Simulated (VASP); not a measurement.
# Ru in VASP: further runs

Runs on Ru. Level: PBEsol. Tasks: single point.

Program: VASP 6.6.1. These are calculated values, not measurements. Logs are shortened: lines on timing, memory, paths and dates and some standing lists are left out, and cuts for length are marked.

## (1) The cell of the first run

The structure is hexagonal, space group P6_3/mmc (No. 194). Conventional cell: a = 2.706 Å, b = 2.706 Å, c = 4.282 Å, α = 90.00°, β = 90.00°, γ = 120.00°. Within 3.5 Å of Ru (site symmetry -6m2) lie 12 Ru at 2.65 to 2.71 Å.

## (2) Single point, PBEsol

Input file INCAR:

```
SYSTEM = Ru
PREC = Accurate ; ENCUT = 520
EDIFF = 1E-6 ; ISMEAR = 0
SIGMA = 0.1 ; LREAL = .False.
LASPH = .True. ; NELM = 80
ALGO = Normal ; ISIF = 2
LWAVE = .False. ; LCHARG = .False.
GGA = PS ; NBANDS = 21
```

Input file KPOINTS:

```
Automatic mesh
0
Gamma
  14 14 8
  0 0 0
```

Input file POSCAR:

```
Ru
1.0
    2.7058000000      0.0000000000      0.0000000000
   -1.3529000000      2.3432920000      0.0000000000
    0.0000000000      0.0000000000      4.2819000000
Ru
2
Direct
    0.3333333333      0.6666666667      0.2500000000
    0.6666666667      0.3333333333      0.7500000000
```

Potentials or basis: VASP PAW PBE potentials, release 64 (Ru_pv).

Started as:

```sh
> cat potpaw_PBE.64/Ru_pv/POTCAR > POTCAR
> mpirun -np 1 vasp_std > vasp.out
```

OUTCAR:

```text
SYSTEM = Ru
   PREC = Accurate
   ENCUT = 520
   EDIFF = 1E-6
   ISMEAR = 0
   LREAL = .False.
   LASPH = .True.
   NELM = 80
   ISIF = 2
   GGA = PS

 ion  position               nearest neighbor table
   1  0.333  0.667  0.250-   2 2.65   2 2.65   2 2.65   2 2.65   2 2.65   2 2.65
   2  0.667  0.333  0.750-   1 2.65   1 2.65   1 2.65   1 2.65   1 2.65   1 2.65

  LATTYP: Found a hexagonal cell.
 ALAT       =     2.7058000000
 C/A-ratio  =     1.5824894671

  Lattice vectors:

 A1 = (   2.7058000000,   0.0000000000,   0.0000000000)
 A2 = (  -1.3529000000,   2.3432920000,   0.0000000000)
 A3 = (   0.0000000000,   0.0000000000,   4.2819000000)

Analysis of symmetry for initial positions (statically):
=====================================================================
 Subroutine PRICEL returns:
 Original cell was already a primitive cell.

 Routine SETGRP: Setting up the symmetry group for a
 hexagonal supercell.

 Subroutine GETGRP returns: Found 24 space group operations
 (whereof 12 operations were pure point group operations)
 out of a pool of 24 trial point group operations.

The static configuration has the point symmetry D_3d.
 The point group associated with its full space group is D_6h.

Analysis of symmetry for dynamics (positions and initial velocities):
=====================================================================
 Subroutine PRICEL returns:
 Original cell was already a primitive cell.

 Routine SETGRP: Setting up the symmetry group for a
 hexagonal supercell.

 Subroutine GETGRP returns: Found 24 space group operations
 (whereof 12 operations were pure point group operations)
 out of a pool of 24 trial point group operations.

The dynamic configuration has the point symmetry D_3d.
 The point group associated with its full space group is D_6h.

 Subroutine INISYM returns: Found 24 space group operations
 (whereof 12 operations are pure point group operations),
 and found     1 'primitive' translations

----------------------------------------------------------------------------------------

                                     Primitive cell

  volume of cell :      27.1493

  direct lattice vectors                    reciprocal lattice vectors
     2.705800000  0.000000000  0.000000000     0.369576465  0.213375030  0.000000000
    -1.352900000  2.343292000  0.000000000     0.000000000  0.426750059  0.000000000
     0.000000000  0.000000000  4.281900000     0.000000000  0.000000000  0.233541185

  length of vectors
     2.705800000  2.705800400  4.281900000     0.426750122  0.426750059  0.233541185

  position of ions in fractional coordinates (direct lattice)
     0.333333333  0.666666667  0.250000000
     0.666666667  0.333333333  0.750000000

  ion indices of the primitive-cell ions
   primitive index   ion index
                 1           1
                 2           2

----------------------------------------------------------------------------------------

 KPOINTS: Automatic mesh

Automatic generation of k-mesh.
 Grid dimensions read from file:
 generate k-points for:   14   14    8

 Generating k-lattice:

  Cartesian coordinates                     Fractional coordinates (reciprocal lattice)
     0.026398319  0.015241074  0.000000000     0.071428571  0.000000000  0.000000000
     0.000000000  0.030482147  0.000000000     0.000000000  0.071428571  0.000000000
     0.000000000  0.000000000  0.029192648     0.000000000  0.000000000  0.125000000

  Length of vectors
     0.030482152  0.030482147  0.029192648

  Shift w.r.t. Gamma in fractional coordinates (k-lattice)
     0.000000000  0.000000000  0.000000000

 Subroutine IBZKPT returns following result:
 ===========================================

 Found    120 irreducible k-points:

 Following reciprocal coordinates:
            Coordinates               Weight
  0.000000  0.000000  0.000000      1.000000
  0.071429  0.000000  0.000000      6.000000
  0.142857 -0.000000  0.000000      6.000000
  0.214286  0.000000  0.000000      6.000000
  0.285714  0.000000  0.000000      6.000000
  0.357143 -0.000000  0.000000      6.000000
[... 16 lines left out ...]
  0.285714  0.285714  0.000000      6.000000
  0.357143  0.285714  0.000000      6.000000
 [... further k-points ...]
   k-points           NKPTS =    120   k-points in BZ     NKDIM =    120   number of bands    NBANDS=     21
   number of dos      NEDOS =    301   number of ions     NIONS =      2
   total plane-waves  NPLWV =  12800
   dimension x,y,z NGX =    20 NGY =   20 NGZ =   32
   dimension x,y,z NGXF=    40 NGYF=   40 NGZF=   64
   ions per type =               2
   NGX,Y,Z   is equivalent  to a cutoff of  12.29, 12.29, 12.42 a.u.
   NGXF,Y,Z  is equivalent  to a cutoff of  24.58, 24.58, 24.85 a.u.
 SYSTEM =  Ru
   PREC   = accura    normal or accurate (medium, high low for compatibility)
   ISTART =      0    job   : 0-new  1-cont  2-samecut
   ICHARG =      2    charge: 1-file 2-atom 10-const
[... 39 lines left out ...]
  energy-cutoff  :      520.00
  volume of cell :       27.15
 maximum number of plane-waves:       752
 NGX is ok and might be reduce to    20
   NGX =  9   NGY =  9   NGZ = 15

 number of electron      28.0000009 magnetization

 Free energy of the ion-electron system (eV)
  ---------------------------------------------------
  ext. energy  EPLUGINS =         0.00000000
  ---------------------------------------------------
  free energy    TOTEN  =       -20.33127706 eV

  energy without entropy =      -20.32026690  energy(sigma->0) =      -20.32577198

 E-fermi :  12.6915     XC(G=0): -14.2821

 val. band max:       12.6902015678   @ k =   0.0000   0.0000   0.3750
 cond. band min:      12.6940446595   @ k =   0.4286   0.0714   0.2500
 fundamental gap:      0.0038430918
 Fermi energy:        12.6915420343

 k-point     1 :       0.0000    0.0000    0.0000
  band No.  band energies     occupation
      1     -30.9058      2.00000
      2     -29.9608      2.00000
      3     -29.9608      2.00000
      4     -29.7897      2.00000
      5     -29.7897      2.00000
      6     -29.7550      2.00000
[... 13 lines left out ...]
     20      22.9760      0.00000
     21      23.0881      0.00000

 k-point     2 :       0.0714    0.0000    0.0000
  band No.  band energies     occupation
      1     -30.8883      2.00000
      2     -29.9981      2.00000
      3     -29.9734      2.00000
      4     -29.8287      2.00000
      5     -29.7948      2.00000
      6     -29.7631      2.00000
[... 13 lines left out ...]
     20      22.9759      0.00000
     21      23.0741      0.00000

 k-point     3 :       0.1429   -0.0000    0.0000
  band No.  band energies     occupation
      1     -30.8375      2.00000
      2     -30.1026      2.00000
      3     -30.0078      2.00000
      4     -29.9361      2.00000
      5     -29.8098      2.00000
      6     -29.7875      2.00000
[... 13 lines left out ...]
     20      22.9759      0.00000
     21      23.0403      0.00000

 k-point     4 :       0.2143    0.0000    0.0000
  band No.  band energies     occupation
      1     -30.7585      2.00000
      2     -30.2536      2.00000
      3     -30.0870      2.00000
      4     -30.0558      2.00000
      5     -29.8330      2.00000
      6     -29.8282      2.00000
[... 13 lines left out ...]
     20      22.9757      0.00000
     21      23.0119      0.00000

 k-point     5 :       0.2857    0.0000    0.0000
  band No.  band energies     occupation
      1     -30.6600      2.00000
      2     -30.4211      2.00000
      3     -30.2491      2.00000
      4     -30.1072      2.00000
      5     -29.8842      2.00000
      6     -29.8600      2.00000
[... 13 lines left out ...]
     20      22.9753      0.00000
     21      22.9951      0.00000
[... 382 lines left out ...]
     20      22.9717      0.00000
     21      23.1885      0.00000

 k-point    22 :       0.3571    0.2143    0.0000
  band No.  band energies     occupation
      1     -30.6199      2.00000
      2     -30.4454      2.00000
      3     -30.3458      2.00000
      4     -30.3264      2.00000
      5     -30.1087      2.00000
      6     -30.0954      2.00000
[... 13 lines left out ...]
     20      22.9750      0.00000
     21      22.9821      0.00000

 k-point    23 :       0.2857    0.2857    0.0000
  band No.  band energies     occupation
      1     -30.5809      2.00000
      2     -30.4526      2.00000
      3     -30.3315      2.00000
      4     -30.3263      2.00000
      5     -30.1499      2.00000
      6     -30.1208      2.00000
[... 13 lines left out ...]
     20      22.9756      0.00000
     21      22.9778      0.00000

 k-point    24 :       0.3571    0.2857    0.0000
  band No.  band energies     occupation
      1     -30.5841      2.00000
      2     -30.4005      2.00000
      3     -30.3962      2.00000
      4     -30.2697      2.00000
      5     -30.1860      2.00000
      6     -30.1766      2.00000
[... 13 lines left out ...]
     20      22.9766      0.00000
     21      22.9771      0.00000

 [... further k-points ...]

------------------------ aborting loop because EDIFF is reached ----------------------------------------

  FORCE on cell =-STRESS in cart. coord.  units (eV):
  Direction    XX          YY          ZZ          XY          YZ          ZX
  --------------------------------------------------------------------------------------
  -------------------------------------------------------------------------------------
  Total       -0.9511725     -0.9511729     -1.2852984     -0.0000000     -0.0000000      0.0000000
  in kB      -56.1320947    -56.1321169    -75.8500586     -0.0000000     -0.0000000      0.0000000
  external PRESSURE =     -62.7047567 kB  Pullay stress =       0.0000000 kB

 VOLUME and BASIS-vectors are now :
 -----------------------------------------------------------------------------
  energy-cutoff  :      520.00
  volume of cell :       27.15
      direct lattice vectors                 reciprocal lattice vectors
     2.705800000  0.000000000  0.000000000     0.369576465  0.213375030  0.000000000
    -1.352900000  2.343292000  0.000000000     0.000000000  0.426750059  0.000000000
     0.000000000  0.000000000  4.281900000     0.000000000  0.000000000  0.233541185

 POSITION                                       TOTAL-FORCE (eV/Angst)
 -----------------------------------------------------------------------------------
     -0.00000      1.56219      1.07048        -0.000000     -0.000000      0.000000
      1.35290      0.78110      3.21143         0.000000      0.000000      0.000000
 -----------------------------------------------------------------------------------
    total drift:                               -0.000000      0.000000     -0.000000

  FREE ENERGIE OF THE ION-ELECTRON SYSTEM (eV)
  ---------------------------------------------------
  free  energy   TOTEN  =       -20.3312770634 eV

  energy  without entropy=      -20.3202668963  energy(sigma->0) =      -20.32577198
```

Run time: 18 s. Hardware: 1 thread of Intel Xeon 6975P-C (Granite Rapids), shared host; peak memory 0.17 GiB.

Results:

| Property | Result |
| --- | --- |
| Free energy | -20.3313 eV |
| Pressure | -6.3 GPa |
| Band gap on the k mesh | zero (bands 14 and 15 overlap by 3.15 eV) |

Caveat: the cell stands under tension; the PAW data sets were made with another functional, which shifts forces and pressure a little.

## (3) Single point, PBEsol

Input file INCAR:

```
SYSTEM = Ru
PREC     = Accurate       ! precision mode
ENCUT    = 520            ! plane-wave cutoff, eV
EDIFF    = 1E-6           ! SCF threshold, eV
ISMEAR   = 0              ! smearing method
SIGMA    = 0.1            ! smearing width, eV
LREAL    = .FALSE.        ! projectors in reciprocal space
LASPH    = .TRUE.         ! aspherical terms in the spheres
NELM     = 100            ! most SCF steps
ALGO     = Normal         ! electronic algorithm
ISIF     = 2              ! what is computed and relaxed
LWAVE    = .FALSE.        ! write WAVECAR
LCHARG   = .TRUE.         ! write CHGCAR
GGA      = PS             ! functional
LELF     = .TRUE.         ! ELF
LVHAR    = .TRUE.       
NBANDS   = 21             ! bands
```

Input file KPOINTS:

```
regular mesh
0
G
  14 14 8
  0 0 0
```

POSCAR, as its differences from that of step 2:

```diff
@@ -8,3 +8,3 @@
 Direct
-    0.3333333333      0.6666666667      0.2500000000
+    0.2963756868      0.6666666667      0.2500000000
     0.6666666667      0.3333333333      0.7500000000
```

Potentials or basis: VASP PAW PBE potentials, release 64 (Ru_pv).

Started as:

```sh
> cat potpaw_PBE.64/Ru_pv/POTCAR > POTCAR
> mpirun -np 1 vasp_std > vasp.out
```

It took 76 s on 1 thread of Intel Xeon 6975P-C (Granite Rapids), shared host; peak memory 0.31 GiB.

Results (log left out):

```
Free energy            : -20.2997 eV
Pressure               : -5.8 GPa
Largest force          : 0.665 eV/Å
Band gap on the k mesh : zero (bands 14 and 15 overlap by 3.07 eV)
```

Forces on the atoms (eV/Å):
```
Ru   0.665  0.000  0.000
Ru  -0.665  0.000  0.000
```

Stress tensor (GPa, compression positive):
```
-5.35  1.68  0.00
 1.68 -5.46  0.00
 0.00  0.00 -6.71
```

Levels at points of the mesh, in eV from the Fermi level:
```csv
k point,band 10,band 11,band 12,band 13,band 14,band 15,band 16,band 17,band 18,band 19
"(0.00, 0.00, 0.00)",-2.55,-2.52,-1.97,-1.76,-1.68,-1.06,0.84,1.24,1.52,10.17
"(0.50, 0.00, 0.00)",-2.93,-2.45,-2.05,-1.57,1.37,1.85,1.93,4.33,5.83,10.27
"(0.00, 0.50, 0.00)",-2.98,-2.09,-1.83,-1.59,1.45,1.84,1.85,4.06,6.09,10.27
"(0.50, 0.50, 0.00)",-3.10,-1.71,-1.60,-1.51,1.53,1.78,1.98,3.79,6.35,10.26
"(0.00, 0.00, 0.50)",-2.82,-2.76,-2.76,-2.67,-2.67,0.43,0.43,0.65,0.65,10.28
"(0.50, 0.00, 0.50)",-4.57,-1.01,-1.01,0.75,0.75,1.68,1.68,3.07,3.07,10.26
"(0.00, 0.50, 0.50)",-4.58,-1.02,-1.02,0.46,0.46,1.70,1.70,3.38,3.38,10.24
"(0.50, 0.50, 0.50)",-4.55,-1.09,-1.09,0.14,0.14,1.71,1.71,3.69,3.69,10.15
```

Caveat: the cell stands under tension; the PAW data sets were made with another functional, which shifts forces and pressure a little.

## (4) Single point, PBEsol

Input file INCAR:

```
SYSTEM = Ru
ALGO = Normal
EDIFF = 1E-6
ENCUT = 520
GGA = PS
ISIF = 2
ISMEAR = 0
LASPH = .TRUE.
LCHARG = .FALSE.
LREAL = .FALSE.
LWAVE = .FALSE.
NBANDS = 21
NELM = 100
PREC = Accurate
SIGMA = 0.1
```

Input file KPOINTS:

```
k-points
0
G
  14 14 8
  0 0 0
```

POSCAR, as its differences from that of step 3:

```diff
@@ -8,3 +8,3 @@
 Direct
-    0.2963756868      0.6666666667      0.2500000000
+    0.3148545101      0.6666666667      0.2500000000
     0.6666666667      0.3333333333      0.7500000000
```

Started as:

```sh
> cat potpaw_PBE.64/Ru_pv/POTCAR > POTCAR
> mpirun -np 1 vasp_std > vasp.out
```

Run time: 76 s. Hardware: 1 thread of Intel Xeon 6975P-C (Granite Rapids), shared host; peak memory 0.31 GiB.

It converged, with:

| Item | Value |
| --- | --- |
| Free energy | -20.3238 eV |
| Pressure | -6.2 GPa |
| Largest force | 0.306 eV/Å |
| Band gap on the k mesh | zero (bands 14 and 15 overlap by 3.09 eV) |

Forces in eV/Å, atoms in the order of the input:
```
Ru   0.306  0.003  0.000
Ru  -0.306 -0.003  0.000
```

Stress tensor (GPa, compression positive):
```
-5.52  1.01  0.00
 1.01 -5.60  0.00
 0.00  0.00 -7.41
```

Levels at points of the mesh, in eV from the Fermi level:
```tsv
k point	band 11	band 12	band 13	band 14	band 15	band 16	band 17	band 18
(0.00, 0.00, 0.00)	-2.46	-1.95	-1.84	-1.53	-1.23	1.03	1.24	1.37
(0.50, 0.00, 0.00)	-2.26	-1.93	-1.54	1.41	1.90	1.91	4.20	5.97
(0.00, 0.50, 0.00)	-2.08	-1.82	-1.54	1.45	1.87	1.92	4.07	6.10
(0.50, 0.50, 0.00)	-1.89	-1.71	-1.51	1.49	1.83	1.97	3.93	6.23
(0.00, 0.00, 0.50)	-2.75	-2.75	-2.71	-2.71	0.50	0.50	0.61	0.61
(0.50, 0.00, 0.50)	-1.03	-1.03	0.60	0.60	1.70	1.70	3.22	3.22
(0.00, 0.50, 0.50)	-1.04	-1.04	0.44	0.44	1.70	1.70	3.38	3.38
(0.50, 0.50, 0.50)	-1.07	-1.07	0.29	0.29	1.71	1.71	3.53	3.53
```

Caveat: the cell stands under tension; the PAW data sets were made with another functional, which shifts forces and pressure a little.

## (5) Single point, PBEsol

INCAR, as its differences from that of step 4:

```diff
@@ -12,3 +12,3 @@
 NBANDS = 21
-NELM = 100
+NELM = 60
 PREC = Accurate
```

KPOINTS is that of step 4.

POSCAR, as its differences from that of step 4:

```diff
@@ -8,3 +8,3 @@
 Direct
-    0.3148545101      0.6666666667      0.2500000000
+    0.3518121566      0.6666666667      0.2500000000
     0.6666666667      0.3333333333      0.7500000000
```

Started as:

```sh
> cat potpaw_PBE.64/Ru_pv/POTCAR > POTCAR
> mpirun -np 1 vasp_std > vasp.out
```

It took 71 s on 1 thread of Intel Xeon 6975P-C (Granite Rapids), shared host; peak memory 0.32 GiB.

It converged, with:

- Free energy: -20.3238 eV
- Pressure: -6.2 GPa
- Largest force: 0.306 eV/Å
- Band gap on the k mesh: zero (bands 14 and 15 overlap by 3.09 eV)

Forces in eV/Å, atoms in the order of the input:
```
Ru  -0.306  0.003  0.000
Ru   0.306 -0.003  0.000
```

Stress tensor (GPa, compression positive):
```
-5.52 -1.01  0.00
-1.01 -5.60  0.00
 0.00  0.00 -7.41
```

Levels at points of the mesh, in eV from the Fermi level:
| k point | band 10 | band 11 | band 12 | band 13 | band 14 | band 15 | band 16 | band 17 | band 18 | band 19 |
| --- | --- | --- | --- | --- | --- | --- | --- | --- | --- | --- |
| (0.00, 0.00, 0.00) | -2.56 | -2.46 | -1.95 | -1.84 | -1.53 | -1.23 | 1.03 | 1.24 | 1.37 | 10.17 |
| (0.50, 0.00, 0.00) | -3.06 | -1.89 | -1.71 | -1.51 | 1.49 | 1.83 | 1.97 | 3.93 | 6.23 | 10.27 |
| (0.00, 0.50, 0.00) | -3.01 | -2.08 | -1.82 | -1.54 | 1.45 | 1.87 | 1.92 | 4.07 | 6.10 | 10.27 |
| (0.50, 0.50, 0.00) | -2.97 | -2.26 | -1.93 | -1.54 | 1.41 | 1.90 | 1.91 | 4.20 | 5.97 | 10.27 |
| (0.00, 0.00, 0.50) | -2.79 | -2.75 | -2.75 | -2.71 | -2.71 | 0.50 | 0.50 | 0.61 | 0.61 | 10.28 |
| (0.50, 0.00, 0.50) | -4.54 | -1.07 | -1.07 | 0.29 | 0.29 | 1.71 | 1.71 | 3.53 | 3.53 | 10.22 |
| (0.00, 0.50, 0.50) | -4.55 | -1.04 | -1.04 | 0.44 | 0.44 | 1.70 | 1.70 | 3.38 | 3.38 | 10.25 |
| (0.50, 0.50, 0.50) | -4.55 | -1.03 | -1.03 | 0.60 | 0.60 | 1.70 | 1.70 | 3.22 | 3.22 | 10.26 |

Caveat: the cell stands under tension; the PAW data sets were made with another functional, which shifts forces and pressure a little.

## (6) Overview

```tsv
cell	gap on the mesh (eV)	pressure (GPa)	largest force (eV/Å)
as given, atomic positions A	none	-6.3	-
as given, atomic positions B	none	-5.8	0.66
as given, atomic positions C	none	-6.2	0.31
as given, atomic positions D	none	-6.2	0.31
```

Alike in all rows: task single point; level PBEsol; potentials or basis VASP PAW PBE potentials, release 64 (Ru_pv); no spin polarisation; k mesh 14 × 14 × 8; cutoff (eV) 520; smearing gaussian 0.1 eV.

Caveats: the cell stands under tension; the PAW data sets were made with another functional, which shifts forces and pressure a little.

Absolute energies hang on the potentials; compare differences alone.
